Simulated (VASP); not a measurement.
Sb, a slab with vacuum:

```
Sb
1.0
     4.10518    0.00000    0.00000
    -2.05259    3.55519    0.00000
     0.00000    0.00000   26.85525
Sb
2
Direct
  0.33333 0.66667 0.31498
  0.66667 0.33333 0.37493
```

Base run:

* Program: VASP 6.6.1
* Functional: LDA
* Potentials or basis: VASP PAW LDA potentials, release 64 (Sb)
* Cutoff: 520 eV
* k mesh: 12 × 12 × 1
* Occupations: gaussian, width 0.01 eV
* Spin: no spin polarisation

Its results: band gap on the k mesh 1.31 eV (least direct gap 1.51 eV); largest force 0.060 eV/Å.

Task: The run is repeated on the same cell with these changes: functional from LDA to r2SCAN; potentials or basis from VASP PAW LDA potentials, release 64 (Sb) to VASP PAW PBE potentials, release 64 (Sb). What comes out?

Result: Band gap on the k mesh 1.62 eV (least direct gap 2.00 eV); largest force 0.122 eV/Å.

Caveats: spin-orbit coupling is left out, which moves the levels of the heavy elements; the PAW data sets were made with another functional, which shifts forces and pressure a little (at least some runs).

A k mesh can miss the band edges.
